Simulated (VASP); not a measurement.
# BN (Cm) in VASP: further runs

The runs below take BN through single point, with PBE.

Everything below comes from runs of VASP 6.6.1. Logs are shortened: lines on timing, memory, paths and dates and some standing lists are left out, and cuts for length are marked.

### Step 1. The cell of the first run

Symmetry: Cm, No. 8, monoclinic system. Conventional cell: a = 4.441 Å, b = 2.564 Å, c = 12.610 Å, α = 90.00°, β = 95.05°, γ = 90.00°. Within 2.2 Å of B (site symmetry m) lie 4 N at 1.57 to 1.92 Å and 1 B at 2.13 Å. B (site symmetry m) has 4 N at 1.57 Å and 1 B at 2.13 Å within 2.2 Å. Within 2.1 Å of B (site symmetry m) lie 4 N at 1.57 Å. Within 2.1 Å of B (site symmetry m) lie 4 N at 1.57 Å. B (site symmetry m) has 4 N at 1.57 Å within 2.1 Å. Within 2.1 Å of B (site symmetry m) lie 4 N at 1.57 Å. N (site symmetry m) has 4 B at 1.57 Å within 2.1 Å. Within 2.1 Å of N (site symmetry m) lie 4 B at 1.57 Å.

### Step 2. Single point, PBE

INCAR reads:

```
ALGO = Normal
EDIFF = 1E-7
ENCUT = 520
GGA = PE
ISIF = 2
ISMEAR = 0
LASPH = True
LCHARG = False
LREAL = False
LWAVE = False
NBANDS = 36
NELM = 80
PREC = Accurate
SIGMA = 0.05
```

KPOINTS reads:

```
k-points
0
Gamma
  10 10 2
```

POSCAR reads:

```
BN
1.0
    1.8130010000     -1.8130010000      0.0000000000
    1.8130010000      0.0000000000     -1.8130010000
    8.1585045000      6.7987537500      6.7987537500
B N
6 6
Direct
    0.6510500000      0.6510500000      0.0624666667
   -0.2239500000     -0.2239500000      0.8958000000
    0.2760500000      0.2760500000      0.2291333333
    0.5260500000      0.5260500000      0.5624666667
   -0.0989500000     -0.0989500000      0.3958000000
    0.1510500000      0.1510500000      0.7291333333
    0.5573000000      0.5573000000      0.4374666667
    0.9323000000      0.9323000000      0.2708000000
    0.1823000000      0.1823000000      0.6041333333
    0.4323000000      0.4323000000      0.9374666667
   -0.1927000000     -0.1927000000      0.7708000000
    0.3073000000      0.3073000000      0.1041333333
```

Potentials or basis: VASP PAW PBE potentials, release 64 (B, N).

Launch:

```console
$ cat potpaw_PBE.64/B/POTCAR potpaw_PBE.64/N/POTCAR > POTCAR
$ mpirun -np 1 vasp_std > vasp.out
```

OUTCAR:

```text
EDIFF = 1E-7
   ENCUT = 520
   GGA = PE
   ISIF = 2
   ISMEAR = 0
   LASPH = True
   LREAL = False
   NELM = 80
   PREC = Accurate

 ion  position               nearest neighbor table
   1  0.651  0.651  0.062-  12 1.57  12 1.57  12 1.57  10 1.92   2 2.13
   2  0.776  0.776  0.896-  11 1.57  10 1.57  10 1.57  10 1.57   1 2.13
   3  0.276  0.276  0.229-  12 1.57   8 1.57   8 1.57   8 1.57
   4  0.526  0.526  0.562-   9 1.57   9 1.57   9 1.57   7 1.57
   5  0.901  0.901  0.396-   8 1.57   7 1.57   7 1.57   7 1.57
   6  0.151  0.151  0.729-   9 1.57  11 1.57  11 1.57  11 1.57
   7  0.557  0.557  0.437-   4 1.57   5 1.57   5 1.57   5 1.57
   8  0.932  0.932  0.271-   5 1.57   3 1.57   3 1.57   3 1.57
   9  0.182  0.182  0.604-   4 1.57   4 1.57   4 1.57   6 1.57
  10  0.432  0.432  0.937-   2 1.57   2 1.57   2 1.57   1 1.92
  11  0.807  0.807  0.771-   2 1.57   6 1.57   6 1.57   6 1.57
  12  0.307  0.307  0.104-   1 1.57   1 1.57   1 1.57   3 1.57

  LATTYP: Found a base centered monoclinic cell.
 ALAT       =     4.4409273532
 B/A-ratio  =     0.5773502692
 C/A-ratio  =     2.8394541729
 COS(beta)  =    -0.0880450906

  Lattice vectors:

 A1 = (  -1.8130010000,   1.8130010000,   0.0000000000)
 A2 = (  -1.8130010000,   0.0000000000,   1.8130010000)
 A3 = (   8.1585045000,   6.7987537500,   6.7987537500)

Analysis of symmetry for initial positions (statically):
=====================================================================
 Subroutine PRICEL returns:
 Original cell was already a primitive cell.

 Routine SETGRP: Setting up the symmetry group for a
 base centered monoclinic supercell.

 Subroutine GETGRP returns: Found  2 space group operations
 (whereof  2 operations were pure point group operations)
 out of a pool of  4 trial point group operations.

The static configuration has the point symmetry C_1h.

Analysis of symmetry for dynamics (positions and initial velocities):
=====================================================================
 Subroutine PRICEL returns:
 Original cell was already a primitive cell.

 Routine SETGRP: Setting up the symmetry group for a
 base centered monoclinic supercell.

 Subroutine GETGRP returns: Found  2 space group operations
 (whereof  2 operations were pure point group operations)
[... 128 lines left out ...]
   ISIF   =      2    stress and relaxation
   ISYM   =      2    0-nonsym 1-usesym 2-fastsym
   POTIM  = 0.5000    time-step for ionic-motion
   TEBEG  =    0.0;   TEEND  =   0.0 temperature during run
   PSTRESS=    0.0 pullay stress
   NELECT =      48.0000    total number of electrons
   NUPDOWN=      -1.0000    fix difference up-down
   EMIN   =  10.00;   EMAX   =-10.00  energy-range for DOS
   EFERMI =   0.00;   METHOD = LEGACY
   ISMEAR =     0;   SIGMA  =   0.05  broadening in eV -4-tet -1-fermi 0-gaus
   EFERMI_NEDOS =   21; number of points for ismear=-14 and -15
   IALGO  =     38    algorithm
   IMIX   =      4    mixing-type and parameters
     AMIX     =   0.40;   BMIX     =  1.00
     AMIX_MAG =   1.60;   BMIX_MAG =  1.00
  volume/ion in A,a.u.               =       5.96        40.22
  Fermi-wavevector in a.u.,A,eV,Ry     =   1.433387  2.708709 27.954506  2.054598
  Thomas-Fermi vector in A             =   2.552911
   LORBIT       =      0    0 simple, 1 ext, 2 COOP (PROOUT), +10 PAW based schemes
   GGA     = PE    functional components
   LHFCALC =     F    Hartree Fock is set to
   AEXX    =    0.0000 exact exchange contribution
   IVDW    =     0    specifies the selected vdW correction
   LEPSILON=     F    determine dielectric tensor
   LRPA    =     F    only Hartree local field effects (RPA)
 non-spin polarized calculation
 Gauss-broadening in eV      SIGMA  =   0.05
  energy-cutoff  :      520.00
  volume of cell :       71.51
 maximum number of plane-waves:      1948
   NGX =  9   NGY =  9   NGZ = 47

 number of electron      47.9999997 magnetization

 Free energy of the ion-electron system (eV)
  ---------------------------------------------------
  ext. energy  EPLUGINS =         0.00000000
  ---------------------------------------------------
  free energy    TOTEN  =      -101.41437291 eV

  energy without entropy =     -101.41437291  energy(sigma->0) =     -101.41437291

 E-fermi :   8.3007     XC(G=0): -12.8025

 val. band max:        8.0200014059   @ k =   0.0000   0.0000   0.0000
 cond. band min:      10.3001675965   @ k =   0.5000   0.0000  -0.0000
 fundamental gap:      2.2801661906
 Fermi energy:         8.3006967174

 k-point     1 :       0.0000    0.0000    0.0000
  band No.  band energies     occupation
      1     -12.9610      2.00000
      2     -12.2140      2.00000
      3     -11.9735      2.00000
      4     -10.3506      2.00000
      5     -10.1437      2.00000
      6      -8.5046      2.00000
[... 925 lines left out ...]
     35      18.7442      0.00000
     36      19.0632      0.00000

 [... further k-points ...]

------------------------ aborting loop because EDIFF is reached ----------------------------------------

  FORCE on cell =-STRESS in cart. coord.  units (eV):
  Direction    XX          YY          ZZ          XY          YZ          ZX
  --------------------------------------------------------------------------------------
  -------------------------------------------------------------------------------------
  Total       -7.2492544      5.5776539      5.5776539      2.2667617      7.1543263      2.2667612
  in kB     -162.4159002    124.9645332    124.9645332     50.7856573    160.2890839     50.7856465
  external PRESSURE =      29.1710554 kB  Pullay stress =       0.0000000 kB

 VOLUME and BASIS-vectors are now :
 -----------------------------------------------------------------------------
  energy-cutoff  :      520.00
  volume of cell :       71.51
      direct lattice vectors                 reciprocal lattice vectors
     1.813001000 -1.813001000  0.000000000     0.172366149 -0.379205527  0.172366149
     1.813001000  0.000000000 -1.813001000     0.172366149  0.172366149 -0.379205527
     8.158504500  6.798753750  6.798753750     0.045964306  0.045964306  0.045964306

 POSITION                                       TOTAL-FORCE (eV/Angst)
 -----------------------------------------------------------------------------------
      2.87034     -0.75566     -0.75566        -1.285347      1.753662      1.753662
     10.12235      4.68334      4.68334         0.128145     -0.250459     -0.250459
      2.87034      1.05734      1.05734         0.062683      0.463340      0.463340
      6.49635      2.87034      2.87034         0.101774      0.107361      0.107361
      6.49635      1.05734      1.05734         0.088222      0.116778      0.116778
      6.49635      4.68334      4.68334         0.079429      0.115754      0.115754
      5.58984      1.96384      1.96384        -0.108512     -0.105027     -0.105027
      5.58984      0.15084      0.15084        -0.141035     -0.077329     -0.077329
      5.58984      3.77684      3.77684        -0.089753     -0.120315     -0.120315
      9.21585      5.58984      5.58984         0.835909     -3.205942     -3.205942
      9.21585      3.77684      3.77684        -0.037334     -0.374831     -0.374831
      1.96384      0.15084      0.15084         0.365818      1.577008      1.577008
 -----------------------------------------------------------------------------------
    total drift:                                0.000058     -0.000224     -0.000224

  FREE ENERGIE OF THE ION-ELECTRON SYSTEM (eV)
  ---------------------------------------------------
  free  energy   TOTEN  =      -101.4143729128 eV

  energy  without entropy=     -101.4143729128  energy(sigma->0) =     -101.41437291
```

OSZICAR:

```text
N       E                     dE             d eps       ncg     rms          rms(c)
DAV:   1     0.180691207475E+03    0.18069E+03   -0.25445E+04  4464   0.131E+03
DAV:   2    -0.964724831749E+02   -0.27716E+03   -0.26321E+03  5736   0.300E+02
DAV:   3    -0.107244044681E+03   -0.10772E+02   -0.10702E+02  5904   0.575E+01
DAV:   4    -0.107340551084E+03   -0.96506E-01   -0.96355E-01  5888   0.559E+00
DAV:   5    -0.107341960485E+03   -0.14094E-02   -0.14085E-02  5800   0.606E-01    0.165E+01
DAV:   6    -0.101852605597E+03    0.54894E+01   -0.14923E+01  5568   0.188E+01    0.765E+00
DAV:   7    -0.101500014801E+03    0.35259E+00   -0.93160E-01  6024   0.553E+00    0.473E+00
DAV:   8    -0.101419632583E+03    0.80382E-01   -0.26130E-01  5808   0.298E+00    0.532E-01
DAV:   9    -0.101414054200E+03    0.55784E-02   -0.27259E-02  5508   0.996E-01    0.278E-01
DAV:  10    -0.101414166165E+03   -0.11197E-03   -0.27594E-03  6016   0.308E-01    0.162E-01
DAV:  11    -0.101414352972E+03   -0.18681E-03   -0.81417E-04  5596   0.159E-01    0.357E-02
DAV:  12    -0.101414366937E+03   -0.13965E-04   -0.78283E-05  5896   0.585E-02    0.157E-02
DAV:  13    -0.101414370835E+03   -0.38980E-05   -0.11844E-05  5976   0.247E-02    0.762E-03
DAV:  14    -0.101414372384E+03   -0.15485E-05   -0.27208E-06  5880   0.108E-02    0.306E-03
DAV:  15    -0.101414372897E+03   -0.51303E-06   -0.40346E-07  5824   0.478E-03    0.559E-04
DAV:  16    -0.101414372913E+03   -0.15815E-07   -0.47978E-08  3160   0.145E-03
   1 F= -.10141437E+03 E0= -.10141437E+03  d E =-.293800E-17
```

stdout:

```text
POSCAR found type information on POSCAR B N
 POSCAR found :  2 types and      12 ions
 scaLAPACK will be used
 LDA part: xc-table for (Slater+PW92), standard interpolation
 POSCAR, INCAR and KPOINTS ok, starting setup
 FFT: planning ... GRIDC
 FFT: planning ... GRID_SOFT
 FFT: planning ... GRID
 WAVECAR not read
 entering main loop
```

Wall time 1.9 min (1 thread of AMD EPYC 9R14 (Zen 4), shared host); peak memory 0.21 GiB.

Results:

| Item | Value |
| --- | --- |
| Free energy | -101.4144 eV |
| Pressure | 2.9 GPa |
| Largest force | 4.610 eV/Å |
| Band gap on the k mesh | 2.28 eV (least direct gap 3.07 eV) |

Forces on the atoms (eV/Å):
```
B   -1.285  1.754  1.754
B    0.128 -0.250 -0.250
B    0.063  0.463  0.463
B    0.102  0.107  0.107
B    0.088  0.117  0.117
B    0.079  0.116  0.116
N   -0.109 -0.105 -0.105
N   -0.141 -0.077 -0.077
N   -0.090 -0.120 -0.120
N    0.836 -3.206 -3.206
N   -0.037 -0.375 -0.375
N    0.366  1.577  1.577
```

Stress tensor (GPa, compression positive):
```
-16.24   5.08   5.08
  5.08  12.50  16.03
  5.08  16.03  12.50
```

Levels at points of the mesh, in eV from the valence-band top:
```tsv
k point	band 21	band 22	band 23	band 24	band 25	band 26	band 27	band 28
(0.00, 0.00, 0.00)	-0.99	-0.65	-0.57	0.00	6.06	7.53	7.89	8.29
(0.50, 0.00, 0.00)	-3.46	-3.16	-2.69	-0.79	2.28	4.72	5.19	6.64
(0.50, 0.50, 0.00)	-3.42	-2.98	-2.53	-1.63	2.88	4.13	5.50	6.20
(0.00, 0.00, 0.50)	-1.11	-0.68	-0.54	-0.45	6.09	7.57	7.92	8.21
(0.50, 0.00, 0.50)	-3.45	-3.02	-2.60	-0.87	2.41	4.24	5.68	6.46
(0.50, 0.50, 0.50)	-3.33	-3.05	-2.65	-1.64	2.85	4.48	5.00	6.59
```

Caveat: forces of over 1 eV/Å act on the atoms, so gaps and moduli don't describe the material at rest.

### Step 3. Single point, PBE

INCAR reads:

```
SYSTEM = BN
ALGO = Normal
EDIFF = 1E-6
ENCUT = 520
GGA = PE
ISIF = 2
ISMEAR = 0
LASPH = .TRUE.
LCHARG = .TRUE.
LELF = .TRUE.
LREAL = .FALSE.
LVHAR = .TRUE.
LWAVE = .FALSE.
NBANDS = 36
NELM = 80
PREC = Accurate
SIGMA = 0.05
```

KPOINTS reads:

```
k-points
0
G
  10 10 2
  0 0 0
```

POSCAR reads:

```
BN
1.0
    1.8130010000     -1.8130010000      0.0000000000
    1.8130010000      0.0000000000     -1.8130010000
    8.7629590334      6.4965264833      6.4965264833
B N
6 6
Direct
    0.6406368067      0.6406368067      0.0624666667
   -0.3732798600     -0.3732798600      0.8958000000
    0.2378534733      0.2378534733      0.2291333333
    0.4322868067      0.4322868067      0.5624666667
   -0.1649298600     -0.1649298600      0.3958000000
    0.0295034733      0.0295034733      0.7291333333
    0.4843743067      0.4843743067      0.4374666667
    0.8871576400      0.8871576400      0.2708000000
    0.0815909733      0.0815909733      0.6041333333
    0.2760243067      0.2760243067      0.9374666667
   -0.3211923600     -0.3211923600      0.7708000000
    0.2899409733      0.2899409733      0.1041333333
```

Potentials or basis: VASP PAW PBE potentials, release 64 (B, N).

Launch:

```console
$ cat potpaw_PBE.64/B/POTCAR potpaw_PBE.64/N/POTCAR > POTCAR
$ mpirun -np 1 vasp_std > vasp.out
```

OUTCAR:

```text
SYSTEM = BN
   EDIFF = 1E-6
   ENCUT = 520
   GGA = PE
   ISIF = 2
   ISMEAR = 0
   LASPH = .TRUE.
   LREAL = .FALSE.
   NELM = 80
   PREC = Accurate

 ion  position               nearest neighbor table
   1  0.641  0.641  0.062-  12 1.57  12 1.57  12 1.57   2 2.13
   2  0.627  0.627  0.896-  10 1.57  11 1.57  10 1.57  10 1.57   1 2.13
   3  0.238  0.238  0.229-   8 1.57  12 1.57   8 1.57   8 1.57
   4  0.432  0.432  0.562-   9 1.57   9 1.57   7 1.57   9 1.57
   5  0.835  0.835  0.396-   7 1.57   8 1.57   7 1.57   7 1.57
   6  0.030  0.030  0.729-  11 1.57   9 1.57  11 1.57  11 1.57
   7  0.484  0.484  0.437-   5 1.57   4 1.57   5 1.57   5 1.57
   8  0.887  0.887  0.271-   3 1.57   5 1.57   3 1.57   3 1.57
   9  0.082  0.082  0.604-   4 1.57   4 1.57   6 1.57   4 1.57
  10  0.276  0.276  0.937-   2 1.57   2 1.57   2 1.57
  11  0.679  0.679  0.771-   6 1.57   2 1.57   6 1.57   6 1.57
  12  0.290  0.290  0.104-   1 1.57   1 1.57   3 1.57   1 1.57

  LATTYP: Found a base centered monoclinic cell.
 ALAT       =     4.4409273532
 B/A-ratio  =     0.5773502692
 C/A-ratio  =     2.8589576580
 COS(beta)  =    -0.1457524209
[... 1142 lines left out ...]
     36      19.0107      0.00000

 [... further k-points ...]

------------------------ aborting loop because EDIFF is reached ----------------------------------------

  FORCE on cell =-STRESS in cart. coord.  units (eV):
  Direction    XX          YY          ZZ          XY          YZ          ZX
  --------------------------------------------------------------------------------------
  -------------------------------------------------------------------------------------
  Total        7.8485821     -1.8713058     -1.8713058      4.8872318      2.7156640      4.8872321
  in kB      175.8435377    -41.9256665    -41.9256665    109.4959720     60.8430880    109.4959788
  external PRESSURE =      30.6640682 kB  Pullay stress =       0.0000000 kB

 VOLUME and BASIS-vectors are now :
 -----------------------------------------------------------------------------
  energy-cutoff  :      520.00
  volume of cell :       71.51
      direct lattice vectors                 reciprocal lattice vectors
     1.813001000 -1.813001000  0.000000000     0.164703899 -0.386867777  0.164703899
     1.813001000  0.000000000 -1.813001000     0.164703899  0.164703899 -0.386867777
     8.762959033  6.496526483  6.496526483     0.045964306  0.045964306  0.045964306

 POSITION                                       TOTAL-FORCE (eV/Angst)
 -----------------------------------------------------------------------------------
      2.87034     -0.75566     -0.75566         1.435418      0.514442      0.514442
     10.12235      4.68334      4.68334        -0.571346      0.108771      0.108771
      2.87034      1.05734      1.05734         0.628840      0.221225      0.221225
      6.49635      2.87034      2.87034         0.111568      0.109103      0.109103
      6.49635      1.05734      1.05734         0.122238      0.106896      0.106896
      6.49635      4.68334      4.68334         0.112475      0.104767      0.104767
      5.58984      1.96384      1.96384        -0.107370     -0.112779     -0.112779
      5.58984      0.15084      0.15084        -0.088711     -0.114627     -0.114627
      5.58984      3.77684      3.77684        -0.122265     -0.111362     -0.111362
      9.21585      5.58984      5.58984        -3.358490     -1.325464     -1.325464
      9.21585      3.77684      3.77684        -0.353155     -0.241399     -0.241399
      1.96384      0.15084      0.15084         2.190798      0.740424      0.740424
 -----------------------------------------------------------------------------------
    total drift:                               -0.000041     -0.000217     -0.000217

  FREE ENERGIE OF THE ION-ELECTRON SYSTEM (eV)
  ---------------------------------------------------
  free  energy   TOTEN  =      -101.1785617169 eV

  energy  without entropy=     -101.1785617169  energy(sigma->0) =     -101.17856172
```

OSZICAR:

```text
N       E                     dE             d eps       ncg     rms          rms(c)
DAV:   1     0.179169897359E+03    0.17917E+03   -0.25536E+04  4464   0.131E+03
DAV:   2    -0.962624417584E+02   -0.27543E+03   -0.26079E+03  5764   0.300E+02
DAV:   3    -0.107061802469E+03   -0.10799E+02   -0.10733E+02  5936   0.580E+01
DAV:   4    -0.107158367953E+03   -0.96565E-01   -0.96415E-01  5888   0.562E+00
DAV:   5    -0.107159778806E+03   -0.14109E-02   -0.14099E-02  5812   0.604E-01    0.165E+01
DAV:   6    -0.101611005593E+03    0.55488E+01   -0.15033E+01  5592   0.189E+01    0.763E+00
DAV:   7    -0.101263019914E+03    0.34799E+00   -0.94785E-01  6032   0.560E+00    0.473E+00
DAV:   8    -0.101183932515E+03    0.79087E-01   -0.26318E-01  5864   0.301E+00    0.539E-01
DAV:   9    -0.101178248832E+03    0.56837E-02   -0.29217E-02  5512   0.104E+00    0.287E-01
DAV:  10    -0.101178350321E+03   -0.10149E-03   -0.29689E-03  6000   0.325E-01    0.169E-01
DAV:  11    -0.101178541253E+03   -0.19093E-03   -0.88534E-04  5620   0.167E-01    0.399E-02
DAV:  12    -0.101178555869E+03   -0.14617E-04   -0.94403E-05  5856   0.633E-02    0.164E-02
DAV:  13    -0.101178559553E+03   -0.36832E-05   -0.13414E-05  5968   0.254E-02    0.819E-03
DAV:  14    -0.101178561094E+03   -0.15410E-05   -0.27963E-06  4896   0.112E-02    0.351E-03
DAV:  15    -0.101178561717E+03   -0.62324E-06   -0.58103E-07  3552   0.553E-03
   1 F= -.10117856E+03 E0= -.10117856E+03  d E =-.150319E-15
```

Wall time 1.8 min (1 thread of AMD EPYC 9R14 (Zen 4), shared host); peak memory 0.21 GiB.

Results:

```yaml
Free_energy: -101.1786 eV
Pressure: 3.1 GPa
Largest_force: 3.846 eV/Å
Band_gap_on_the_k_mesh: 2.15 eV (least direct gap 3.05 eV)
```

Forces in eV/Å, atoms in the order of the input:
```
B    1.435  0.514  0.514
B   -0.571  0.109  0.109
B    0.629  0.221  0.221
B    0.112  0.109  0.109
B    0.122  0.107  0.107
B    0.112  0.105  0.105
N   -0.107 -0.113 -0.113
N   -0.089 -0.115 -0.115
N   -0.122 -0.111 -0.111
N   -3.358 -1.325 -1.325
N   -0.353 -0.241 -0.241
N    2.191  0.740  0.740
```

Stress tensor (GPa, compression positive):
```
17.58 10.95 10.95
10.95 -4.19  6.08
10.95  6.08 -4.19
```

Levels at points of the mesh, in eV from the valence-band top:
```
           k point  band 21  band 22  band 23  band 24  band 25  band 26  band 27  band 28
(0.00, 0.00, 0.00)    -0.94    -0.58    -0.56     0.00     6.11     7.54     7.94     8.24
(0.50, 0.00, 0.00)    -3.33    -3.15    -2.65    -0.90     2.15     4.61     5.06     6.69
(0.50, 0.50, 0.00)    -3.44    -3.03    -2.52    -1.18     2.75     4.24     5.44     6.61
(0.00, 0.00, 0.50)    -1.12    -0.65    -0.52    -0.45     6.14     7.58     7.91     8.21
(0.50, 0.00, 0.50)    -3.41    -2.97    -2.57    -0.90     2.20     4.19     5.67     6.24
(0.50, 0.50, 0.50)    -3.52    -3.04    -2.64    -1.07     2.59     4.59     5.29     6.46
```

Caveat: the cell stands under pressure; forces of over 1 eV/Å act on the atoms, so gaps and moduli don't describe the material at rest. A k mesh can miss the band edges.

(Part 1 of 2 ends here.)
